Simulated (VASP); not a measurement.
# Al (Fm-3m) in VASP: elastic constants with LDA

Aim: the elastic constants of Al with LDA.

All numbers are computed with VASP 6.6.1; they aren't measurements. Logs are shortened: lines on timing, memory, paths and dates and some standing lists are left out, and cuts for length are marked.

**1. The cell of the first run**

The structure is cubic, space group Fm-3m (No. 225). Conventional cell: a = 3.985 Å, b = 3.985 Å, c = 3.985 Å, α = 90.00°, β = 90.00°, γ = 90.00°. Within 3.7 Å of Al (site symmetry m-3m) lie 12 Al at 2.82 Å.

**2. Elastic constants, LDA**

Input file INCAR:

```
ALGO = Fast
EDIFF = 1E-8
ENCUT = 600
IBRION = 6
ISIF = 3
ISMEAR = -1
LASPH = True
LCHARG = False
LREAL = False
LWAVE = False
NELM = 100
NFREE = 2
NSW = 1
POTIM = 0.015
PREC = Accurate
SIGMA = 0.15
```

Input file KPOINTS:

```
k-points
0
Gamma
  18 18 18
```

Input file POSCAR:

```
Al
1.0
    0.0000000000      1.9924080649      1.9924080649
    1.9924080649      0.0000000000      1.9924080649
    1.9924080649      1.9924080649      0.0000000000
Al
1
Direct
    0.0000000000      0.0000000000      0.0000000000
```

Potentials or basis: VASP PAW LDA potentials, release 64 (Al).

On the command line:

```console
cat potpaw_LDA.64/Al/POTCAR > POTCAR
mpirun -np 1 vasp_std > vasp.out
```

OUTCAR:

```text
EDIFF = 1E-8
   ENCUT = 600
   IBRION = 6
   ISIF = 3
   ISMEAR = -1
   LASPH = True
   LREAL = False
   NELM = 100
   NFREE = 2
   NSW = 1
   POTIM = 0.015
   PREC = Accurate

 ion  position               nearest neighbor table
   1  0.000  0.000  0.000-

  LATTYP: Found a face centered cubic cell.
 ALAT       =     3.9848161298

  Lattice vectors:

 A1 = (   0.0000000000,   1.9924080649,   1.9924080649)
 A2 = (   1.9924080649,   0.0000000000,   1.9924080649)
 A3 = (   1.9924080649,   1.9924080649,   0.0000000000)

Analysis of symmetry for initial positions (statically):
=====================================================================
 Subroutine PRICEL returns:
 Original cell was already a primitive cell.

 Routine SETGRP: Setting up the symmetry group for a
 face centered cubic supercell.

 Subroutine GETGRP returns: Found 48 space group operations
 (whereof 48 operations were pure point group operations)
 out of a pool of 48 trial point group operations.

The static configuration has the point symmetry O_h .

Analysis of symmetry for dynamics (positions and initial velocities):
=====================================================================
 Subroutine PRICEL returns:
 Original cell was already a primitive cell.

 Routine SETGRP: Setting up the symmetry group for a
 face centered cubic supercell.

 Subroutine GETGRP returns: Found 48 space group operations
 (whereof 48 operations were pure point group operations)
 out of a pool of 48 trial point group operations.

The dynamic configuration has the point symmetry O_h .

 Subroutine INISYM returns: Found 48 space group operations
 (whereof 48 operations are pure point group operations),
 and found     1 'primitive' translations

----------------------------------------------------------------------------------------

                                     Primitive cell

  volume of cell :      15.8185

  direct lattice vectors                    reciprocal lattice vectors
     0.000000000  1.992408065  1.992408065    -0.250952608  0.250952608  0.250952608
     1.992408065  0.000000000  1.992408065     0.250952608 -0.250952608  0.250952608
     1.992408065  1.992408065  0.000000000     0.250952608  0.250952608 -0.250952608

  length of vectors
     2.817690507  2.817690507  2.817690507     0.434662667  0.434662667  0.434662667

  position of ions in fractional coordinates (direct lattice)
     0.000000000  0.000000000  0.000000000

  ion indices of the primitive-cell ions
   primitive index   ion index
                 1           1

----------------------------------------------------------------------------------------

 KPOINTS: k-points

Automatic generation of k-mesh.
 Grid dimensions read from file:
 generate k-points for:   18   18   18

 Generating k-lattice:

  Cartesian coordinates                     Fractional coordinates (reciprocal lattice)
    -0.013941812  0.013941812  0.013941812     0.055555556  0.000000000  0.000000000
     0.013941812 -0.013941812  0.013941812     0.000000000  0.055555556  0.000000000
     0.013941812  0.013941812 -0.013941812     0.000000000  0.000000000  0.055555556

  Length of vectors
     0.024147926  0.024147926  0.024147926

  Shift w.r.t. Gamma in fractional coordinates (k-lattice)
     0.000000000  0.000000000  0.000000000

 Subroutine IBZKPT returns following result:
 ===========================================
[... 88 lines left out ...]

 number of electron       3.0000000 magnetization

 Free energy of the ion-electron system (eV)
  ---------------------------------------------------
  ext. energy  EPLUGINS =         0.00000000
  ---------------------------------------------------
  free energy    TOTEN  =        -4.20531046 eV

  energy without entropy =       -4.17476942  energy(sigma->0) =       -4.19003994

------------------------ aborting loop because EDIFF is reached ----------------------------------------

  FORCE on cell =-STRESS in cart. coord.  units (eV):
  Direction    XX          YY          ZZ          XY          YZ          ZX
  --------------------------------------------------------------------------------------
  -------------------------------------------------------------------------------------
  Total        0.0076180      0.0076180      0.0076180      0.0000000     -0.0000000     -0.0000000
  in kB        0.7715897      0.7715897      0.7715897      0.0000000     -0.0000000     -0.0000000
  external PRESSURE =       0.7715897 kB  Pullay stress =       0.0000000 kB
[... 86 lines left out ...]
  FREE ENERGIE OF THE ION-ELECTRON SYSTEM (eV)
  ---------------------------------------------------
  free  energy   TOTEN  =        -4.2038582911 eV

  energy  without entropy=       -4.1738506358  energy(sigma->0) =       -4.18885446

[... ionic steps 4 to 12 ...]

--------------------------------------- Ionic step       13  -------------------------------------------

 number of electron       3.0000000 magnetization

------------------------ aborting loop because EDIFF is reached ----------------------------------------
[... 65 lines left out ...]
--------------------------------------- Ionic step       15  -------------------------------------------

 number of electron       3.0000000 magnetization

 Free energy of the ion-electron system (eV)
  ---------------------------------------------------
  ext. energy  EPLUGINS =         0.00000000
  ---------------------------------------------------
  free energy    TOTEN  =        -4.20531050 eV

  energy without entropy =       -4.17476946  energy(sigma->0) =       -4.19003998

 E-fermi :   8.2246     XC(G=0): -10.5006

 val. band max:        8.2095588265   @ k =  -0.2778   0.2778   0.0556
 cond. band min:       8.2344988962   @ k =  -0.4444   0.3333   0.1111
 fundamental gap:      0.0249400697
 Fermi energy:         8.2246351125

 k-point     1 :       0.0000    0.0000    0.0000
  band No.  band energies     occupation
      1      -3.1579      2.00000
      2      21.0373      0.00000
      3      21.0375      0.00000
      4      21.0376      0.00000
      5      22.6852      0.00000
[... 177 lines left out ...]
 k-point    24 :      -0.2222    0.0556    0.0000
  band No.  band energies     occupation
      1      -1.4751      2.00000
      2      12.1526      0.00000
      3      17.7115      0.00000
      4      20.6039      0.00000
      5      22.3725      0.00000

 [... further k-points ...]

------------------------ aborting loop because EDIFF is reached ----------------------------------------

  FORCE on cell =-STRESS in cart. coord.  units (eV):
  Direction    XX          YY          ZZ          XY          YZ          ZX
  --------------------------------------------------------------------------------------
  -------------------------------------------------------------------------------------
  Total        0.0075847      0.0075847      0.0075847     -0.0000000     -0.0000000      0.0000000
  in kB        0.7682168      0.7682168      0.7682168     -0.0000000     -0.0000000      0.0000000
  external PRESSURE =       0.7682168 kB  Pullay stress =       0.0000000 kB
[... 16 lines left out ...]
  FREE ENERGIE OF THE ION-ELECTRON SYSTEM (eV)
  ---------------------------------------------------
  free  energy   TOTEN  =        -4.2053105009 eV

  energy  without entropy=       -4.1747694569  energy(sigma->0) =       -4.19003998

 INTERNAL STRAIN TENSORS FROM STRAINED CELLS
 ============================================

 INTERNAL STRAIN TENSOR FOR ION    1 for displacements in x,y,z  (eV/Angst):
          X           Y           Z          XY          YZ          ZX
  --------------------------------------------------------------------------------
  x     0.00000    -0.00000     0.00000     0.00000     0.00000    -0.00000
  y    -0.00000     0.00000     0.00000    -0.00000     0.00000     0.00000
  z    -0.00000     0.00000     0.00000     0.00000     0.00000    -0.00000

 INTERNAL STRAIN TENSORS FROM DISPLACED ATOMS
 ============================================

 INTERNAL STRAIN TENSOR FOR ION    1 for displacements in x,y,z  (eV/Angst):
          X           Y           Z          XY          YZ          ZX
  --------------------------------------------------------------------------------
  x     0.00000     0.00000     0.00000     0.00000     0.00000     0.00000
  y     0.00000     0.00000     0.00000     0.00000     0.00000     0.00000
  z     0.00000     0.00000     0.00000     0.00000     0.00000     0.00000

 Eigenvectors and eigenvalues of the dynamical matrix
 ----------------------------------------------------

   1 f/i=    0.000000 THz     0.000000 2PiTHz    0.000000 cm-1     0.000000 meV
             X         Y         Z           dx          dy          dz
      0.000000  0.000000  0.000000     0.753317   -0.657658    0.000000

   2 f/i=    0.000000 THz     0.000000 2PiTHz    0.000000 cm-1     0.000000 meV
             X         Y         Z           dx          dy          dz
      0.000000  0.000000  0.000000    -0.657658   -0.753317    0.000000

   3 f/i=    0.000000 THz     0.000000 2PiTHz    0.000000 cm-1     0.000000 meV
             X         Y         Z           dx          dy          dz
      0.000000  0.000000  0.000000     0.000000    0.000000    1.000000

--------------------------------------------------------------------------------------------------------

 ELASTIC MODULI CONTR FROM IONIC RELAXATION (kBar)
 Direction    XX          YY          ZZ          XY          YZ          ZX
 --------------------------------------------------------------------------------
 XX           0.0000      0.0000      0.0000      0.0000      0.0000      0.0000
 YY           0.0000      0.0000      0.0000      0.0000      0.0000      0.0000
 ZZ           0.0000      0.0000      0.0000      0.0000      0.0000      0.0000
 XY           0.0000      0.0000      0.0000      0.0000      0.0000      0.0000
 YZ           0.0000      0.0000      0.0000      0.0000      0.0000      0.0000
 ZX           0.0000      0.0000      0.0000      0.0000      0.0000      0.0000
 --------------------------------------------------------------------------------

 TOTAL ELASTIC MODULI (kBar)
 Direction    XX          YY          ZZ          XY          YZ          ZX
 --------------------------------------------------------------------------------
 XX        1148.5550    691.5865    691.5865     -0.0000     -0.0000      0.0000
 YY         691.5865   1148.5550    691.5865      0.0000      0.0000      0.0000
 ZZ         691.5865    691.5865   1148.5550      0.0000      0.0000     -0.0000
 XY          -0.0000      0.0000      0.0000    291.6612     -0.0000      0.0000
 YZ          -0.0000      0.0000      0.0000     -0.0000    291.6612      0.0000
 ZX           0.0000      0.0000     -0.0000      0.0000      0.0000    291.6612
 --------------------------------------------------------------------------------
```

Run time: 11 min. Hardware: 1 thread of Intel Xeon 8259CL, shared host; peak memory 0.4 GiB.

Results:

| Quantity | Value |
| --- | --- |
| Elastic constants C11, C12, C44 | 115, 69, 29 GPa |
| Voigt bulk modulus | 84 GPa |

Elastic tensor in Voigt notation (GPa, in the Cartesian axes of the cell as first typed):
```
115  69  69   0   0   0
 69 115  69   0   0   0
 69  69 115   0   0   0
  0   0   0  29   0   0
  0   0   0   0  29   0
  0   0   0   0   0  29
```

Clamped-ion elastic tensor (GPa):
```
115  69  69   0   0   0
 69 115  69   0   0   0
 69  69 115   0   0   0
  0   0   0  29   0   0
  0   0   0   0  29   0
  0   0   0   0   0  29
```
